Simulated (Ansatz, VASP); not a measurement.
# ZrS in VASP and in Ansatz

The input INCAR:

```
SYSTEM = ZrS
PREC = Accurate ; ENCUT = 520
EDIFF = 1E-6 ; ISMEAR = 0
SIGMA = 0.15 ; LREAL = .FALSE.
LASPH = .TRUE. ; NELM = 80
ALGO = Normal ; ISIF = 2
LWAVE = .FALSE. ; LCHARG = .TRUE.
GGA = PS ; LELF = .TRUE.
LVHAR = .TRUE. ; NBANDS = 16
```

Contents of KPOINTS:

```
regular mesh
0
G
  16 16 16
  0 0 0
```

Contents of POSCAR:

```
ZrS
1.0
    0.1073311291      2.6832782282      2.6832782282
    2.6832782282      0.1073311291      2.6832782282
    2.6832782282      2.6832782282      0.1073311291
Zr S
1 1
Direct
    0.0000000000      0.0000000000      0.0000000000
    0.5000000000      0.5000000000      0.5000000000
```

Input for Ansatz:

```yaml
crystal:
  lattice:
    - [0.1073311291, 2.6832782282, 2.6832782282]
    - [2.6832782282, 0.1073311291, 2.6832782282]
    - [2.6832782282, 2.6832782282, 0.1073311291]
  atoms:
    - { symbol: Zr, position: [0.0, 0.0, 0.0] }
    - { symbol: S, position: [0.5, 0.5, 0.5] }
basis:
  ecutwfc: 420
kpoints:
  mp_grid: { grid: [16, 16, 16] }
hamiltonian:
  xc: pbesol
  pseudopotentials: { kind: paw, azcp: { folder: soft_1 } }
scf:
  occupations: { method: gaussian, width: 0.15 }
output:
  forces: true
  stress: true
  eigenvalues: true
```

Alike in both runs: task single point; functional PBEsol; k mesh 16 × 16 × 16; occupations gaussian, width 0.15 eV; no spin polarisation.

|  | VASP | Ansatz |
| --- | --- | --- |
| version | VASP 6.6.1 | Ansatz 0.2.0 |
| potentials or method | VASP PAW PBE potentials, release 64 (Zr_sv, S), cutoff 520 eV | scalar-relativistic, plane waves, PAW |
| valence electrons in the cell | 18 | 18 |

VASP gave:

```
gap on the k mesh at the Fermi level (eV)                     : none
pressure (GPa)                                                : -6.7
traceless stress, the component that is largest in VASP (GPa) : -0.96
```

Which values does Ansatz return?

gap on the k mesh at the Fermi level (eV): none; pressure (GPa): -6.8; traceless stress, the component that is largest in VASP (GPa): -0.98.

VASP's potentials were made for PBE, not for PBEsol, and Ansatz warns of the same on its side. A gap of «none» marks a metal or a gap that the smearing closes.
